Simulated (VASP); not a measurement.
# Cr (Im-3m) in VASP: a series of runs

Runs on Cr. Level: PBEsol. Tasks: single point, relaxation of cell and atoms.

All numbers are computed with VASP 6.6.1; they aren't measurements. Logs are shortened: lines on timing, memory, paths and dates and some standing lists are left out, and cuts for length are marked.

## (1) The cell of the first run

It takes space group Im-3m (No. 229, cubic). The conventional cell has a = 2.814 Å, b = 2.814 Å, c = 2.814 Å, α = 90.00°, β = 90.00°, γ = 90.00°. Cr (site symmetry m-3m) has 14 Cr at 2.44 to 2.81 Å within 3.2 Å.

## (2) Single point, PBEsol

INCAR reads:

```
SYSTEM = Cr
PREC = Accurate
ENCUT = 520
EDIFF = 1E-6
ISMEAR = 0
SIGMA = 0.1
LREAL = .False.
LASPH = .True.
NELM = 100
ALGO = Normal
ISIF = 2
LWAVE = .False.
LCHARG = .False.
GGA = PS
NBANDS = 12
```

KPOINTS reads:

```
Automatic mesh
0
Gamma
  20 20 20
  0 0 0
```

POSCAR reads:

```
Cr
1.0
   -1.4070850368      1.4070850368      1.4070850368
    1.4070850368     -1.4070850368      1.4070850368
    1.4070850368      1.4070850368     -1.4070850368
Cr
1
Direct
    0.0000000000      0.0000000000      0.0000000000
```

Potentials or basis: VASP PAW PBE potentials, release 64 (Cr_pv).

Command:

```bash
$ cat potpaw_PBE.64/Cr_pv/POTCAR > POTCAR
$ mpirun -np 1 vasp_std > vasp.out
```

OUTCAR:

```text
SYSTEM = Cr
   PREC = Accurate
   ENCUT = 520
   EDIFF = 1E-6
   ISMEAR = 0
   LREAL = .False.
   LASPH = .True.
   NELM = 100
   ISIF = 2
   GGA = PS

 ion  position               nearest neighbor table
   1  0.000  0.000  0.000-

  LATTYP: Found a body centered cubic cell.
 ALAT       =     2.8141700736

  Lattice vectors:

 A1 = (  -1.4070850368,   1.4070850368,   1.4070850368)
 A2 = (   1.4070850368,  -1.4070850368,   1.4070850368)
 A3 = (   1.4070850368,   1.4070850368,  -1.4070850368)

Analysis of symmetry for initial positions (statically):
=====================================================================
 Subroutine PRICEL returns:
 Original cell was already a primitive cell.

 Routine SETGRP: Setting up the symmetry group for a
 body centered cubic supercell.

 Subroutine GETGRP returns: Found 48 space group operations
 (whereof 48 operations were pure point group operations)
 out of a pool of 48 trial point group operations.

The static configuration has the point symmetry O_h .

Analysis of symmetry for dynamics (positions and initial velocities):
=====================================================================
 Subroutine PRICEL returns:
 Original cell was already a primitive cell.

 Routine SETGRP: Setting up the symmetry group for a
 body centered cubic supercell.

 Subroutine GETGRP returns: Found 48 space group operations
 (whereof 48 operations were pure point group operations)
 out of a pool of 48 trial point group operations.

The dynamic configuration has the point symmetry O_h .

 Subroutine INISYM returns: Found 48 space group operations
 (whereof 48 operations are pure point group operations),
 and found     1 'primitive' translations

----------------------------------------------------------------------------------------

                                     Primitive cell

  volume of cell :      11.1435

  direct lattice vectors                    reciprocal lattice vectors
    -1.407085037  1.407085037  1.407085037     0.000000000  0.355344551  0.355344551
     1.407085037 -1.407085037  1.407085037     0.355344551  0.000000000  0.355344551
     1.407085037  1.407085037 -1.407085037     0.355344551  0.355344551  0.000000000

  length of vectors
     2.437142774  2.437142774  2.437142774     0.502533083  0.502533083  0.502533083

  position of ions in fractional coordinates (direct lattice)
     0.000000000  0.000000000  0.000000000

  ion indices of the primitive-cell ions
   primitive index   ion index
                 1           1

----------------------------------------------------------------------------------------

 KPOINTS: Automatic mesh

Automatic generation of k-mesh.
 Grid dimensions read from file:
 generate k-points for:   20   20   20

 Generating k-lattice:

  Cartesian coordinates                     Fractional coordinates (reciprocal lattice)
     0.000000000  0.017767228  0.017767228     0.050000000  0.000000000  0.000000000
     0.017767228  0.000000000  0.017767228     0.000000000  0.050000000  0.000000000
     0.017767228  0.017767228  0.000000000     0.000000000  0.000000000  0.050000000

  Length of vectors
     0.025126654  0.025126654  0.025126654

  Shift w.r.t. Gamma in fractional coordinates (k-lattice)
     0.000000000  0.000000000  0.000000000

 Subroutine IBZKPT returns following result:
 ===========================================

 Found    256 irreducible k-points:

 Following reciprocal coordinates:
            Coordinates               Weight
  0.000000  0.000000  0.000000      1.000000
  0.050000  0.000000  0.000000     12.000000
  0.100000  0.000000  0.000000     12.000000
  0.150000  0.000000  0.000000     12.000000
  0.200000  0.000000  0.000000     12.000000
  0.250000  0.000000  0.000000     12.000000
[... 16 lines left out ...]
  0.200000  0.100000  0.000000     48.000000
  0.250000  0.100000  0.000000     48.000000
 [... further k-points ...]
   k-points           NKPTS =    256   k-points in BZ     NKDIM =    256   number of bands    NBANDS=     12
   number of dos      NEDOS =    301   number of ions     NIONS =      1
   total plane-waves  NPLWV =   5832
   dimension x,y,z NGX =    18 NGY =   18 NGZ =   18
   dimension x,y,z NGXF=    36 NGYF=   36 NGZF=   36
   ions per type =               1
   NGX,Y,Z   is equivalent  to a cutoff of  12.28, 12.28, 12.28 a.u.
   NGXF,Y,Z  is equivalent  to a cutoff of  24.56, 24.56, 24.56 a.u.
 SYSTEM =  Cr
   PREC   = accura    normal or accurate (medium, high low for compatibility)
   ISTART =      0    job   : 0-new  1-cont  2-samecut
   ICHARG =      2    charge: 1-file 2-atom 10-const
   ISPIN  =      1    spin polarized calculation?
   LNONCOLLINEAR =      F non collinear calculations
   LSORBIT =      F    spin-orbit coupling
   LASPH  =      T    aspherical Exc in radial PAW
   ENCUT  =  520.0 eV  38.22 Ry    6.18 a.u.   4.53  4.53  4.53*2*pi/ulx,y,z
   NELM   =    100;   NELMIN=  2; NELMDL= -5     # of ELM steps
   EDIFF  = 0.1E-05   stopping-criterion for ELM
   LREAL  =      F    real-space projection
   EDIFFG = 0.1E-04   stopping-criterion for IOM
   NSW    =      0    number of steps for IOM
   IBRION =     -1    ionic relax: 0-MD 1-quasi-New 2-CG
   NFREE  =      0    steps in history (QN), initial steepest desc. (CG)
   ISIF   =      2    stress and relaxation
   ISYM   =      2    0-nonsym 1-usesym 2-fastsym
   POTIM  = 0.5000    time-step for ionic-motion
   TEBEG  =    0.0;   TEEND  =   0.0 temperature during run
   PSTRESS=    0.0 pullay stress
   NELECT =      12.0000    total number of electrons
   NUPDOWN=      -1.0000    fix difference up-down
   EMIN   =  10.00;   EMAX   =-10.00  energy-range for DOS
   EFERMI =   0.00;   METHOD = LEGACY
   ISMEAR =     0;   SIGMA  =   0.10  broadening in eV -4-tet -1-fermi 0-gaus
   EFERMI_NEDOS =   21; number of points for ismear=-14 and -15
   IALGO  =     38    algorithm
   IMIX   =      4    mixing-type and parameters
     AMIX     =   0.40;   BMIX     =  1.00
     AMIX_MAG =   1.60;   BMIX_MAG =  1.00
  volume/ion in A,a.u.               =      11.14        75.20
  Fermi-wavevector in a.u.,A,eV,Ry     =   1.678011  3.170982 38.310227  2.815722
  Thomas-Fermi vector in A             =   2.762176
   LORBIT       =      0    0 simple, 1 ext, 2 COOP (PROOUT), +10 PAW based schemes
   GGA     = PS    functional components
   LHFCALC =     F    Hartree Fock is set to
   AEXX    =    0.0000 exact exchange contribution
   IVDW    =     0    specifies the selected vdW correction
   LEPSILON=     F    determine dielectric tensor
   LRPA    =     F    only Hartree local field effects (RPA)
 non-spin polarized calculation
 Gauss-broadening in eV      SIGMA  =   0.10
  energy-cutoff  :      520.00
  volume of cell :       11.14
 maximum number of plane-waves:       321
   NGX =  9   NGY =  9   NGZ =  9

 number of electron      12.0000013 magnetization

 Free energy of the ion-electron system (eV)
  ---------------------------------------------------
  ext. energy  EPLUGINS =         0.00000000
  ---------------------------------------------------
  free energy    TOTEN  =       -10.24554771 eV

  energy without entropy =      -10.24229284  energy(sigma->0) =      -10.24392027

 E-fermi :  11.3614     XC(G=0): -14.0460

 val. band max:       11.3573336791   @ k =   0.1000   0.0500   0.0500
 cond. band min:      11.3776609428   @ k =   0.4500   0.1000   0.0000
 fundamental gap:      0.0203272637
 Fermi energy:        11.3613539415

 k-point     1 :       0.0000    0.0000    0.0000
  band No.  band energies     occupation
      1     -31.1864      2.00000
      2     -31.1864      2.00000
      3     -31.1864      2.00000
      4       3.3320      2.00000
      5      10.3871      2.00000
      6      10.3871      2.00000
      7      10.3871      2.00000
      8      12.5109      0.00000
      9      12.5109      0.00000
     10      18.4523      0.00000
     11      33.9110      0.00000
     12      33.9110      0.00000

 k-point     2 :       0.0500    0.0000    0.0000
  band No.  band energies     occupation
      1     -31.2131      2.00000
      2     -31.1945      2.00000
      3     -31.1866      2.00000
      4       3.4462      2.00000
      5      10.3416      2.00000
      6      10.3800      2.00000
      7      10.4658      2.00000
      8      12.4587      0.00000
      9      12.5139      0.00000
     10      18.4522      0.00000
     11      33.6719      0.00000
     12      33.8884      0.00000

 k-point     3 :       0.1000    0.0000    0.0000
  band No.  band energies     occupation
      1     -31.2903      2.00000
      2     -31.2179      2.00000
      3     -31.1871      2.00000
      4       3.7803      2.00000
      5      10.2115      2.00000
      6      10.3478      2.00000
      7      10.6980      2.00000
      8      12.3307      0.00000
      9      12.5244      0.00000
     10      18.4522      0.00000
     11      32.9735      0.00000
     12      33.7500      0.00000
[... 286 lines left out ...]
 k-point    23 :       0.2000    0.1000    0.0000
  band No.  band energies     occupation
      1     -31.7486      2.00000
      2     -31.3536      2.00000
      3     -31.2235      2.00000
      4       5.9671      2.00000
      5       9.5188      2.00000
      6       9.7910      2.00000
      7      12.0245      0.00000
      8      12.4840      0.00000
      9      12.7787      0.00000
     10      18.4519      0.00000
     11      28.6936      0.00000
     12      30.7585      0.00000

 k-point    24 :       0.2500    0.1000    0.0000
  band No.  band energies     occupation
      1     -31.8881      2.00000
      2     -31.4113      2.00000
      3     -31.2263      2.00000
      4       6.5694      2.00000
      5       9.2773      2.00000
      6       9.8427      2.00000
      7      12.1275      0.00000
      8      12.8163      0.00000
      9      13.2052      0.00000
     10      18.4518      0.00000
     11      26.8760      0.00000
     12      29.9040      0.00000

 [... further k-points ...]

------------------------ aborting loop because EDIFF is reached ----------------------------------------

  FORCE on cell =-STRESS in cart. coord.  units (eV):
  Direction    XX          YY          ZZ          XY          YZ          ZX
  --------------------------------------------------------------------------------------
  -------------------------------------------------------------------------------------
  Total       -0.0401780     -0.0401780     -0.0401780      0.0000000      0.0000000      0.0000000
  in kB       -5.7766795     -5.7766795     -5.7766795      0.0000000      0.0000000      0.0000000
  external PRESSURE =      -5.7766795 kB  Pullay stress =       0.0000000 kB

 VOLUME and BASIS-vectors are now :
 -----------------------------------------------------------------------------
  energy-cutoff  :      520.00
  volume of cell :       11.14
      direct lattice vectors                 reciprocal lattice vectors
    -1.407085037  1.407085037  1.407085037     0.000000000  0.355344551  0.355344551
     1.407085037 -1.407085037  1.407085037     0.355344551  0.000000000  0.355344551
     1.407085037  1.407085037 -1.407085037     0.355344551  0.355344551  0.000000000

 POSITION                                       TOTAL-FORCE (eV/Angst)
 -----------------------------------------------------------------------------------
      0.00000      0.00000      0.00000         0.000000     -0.000000      0.000000
 -----------------------------------------------------------------------------------
    total drift:                                0.000000      0.000000      0.000000

  FREE ENERGIE OF THE ION-ELECTRON SYSTEM (eV)
  ---------------------------------------------------
  free  energy   TOTEN  =       -10.2455477099 eV

  energy  without entropy=      -10.2422928361  energy(sigma->0) =      -10.24392027
```

Run time: 10 s. Hardware: 1 thread of Intel Xeon 6975P-C (Granite Rapids), shared host; peak memory 0.14 GiB.

Results:

- Free energy: -10.2455 eV
- Pressure: -0.6 GPa
- Band gap on the k mesh: zero (band 6 reaches 13.94 eV, above the bottom of band 7 at 10.39 eV)

Caveat: the PAW data sets were made with another functional, which shifts forces and pressure a little; the run has no spin polarisation, though such a crystal can be magnetic. Spin polarisation is off, so any magnetic state and its effect on volume and gap are missing.

(Part 1 of 2 ends here.)
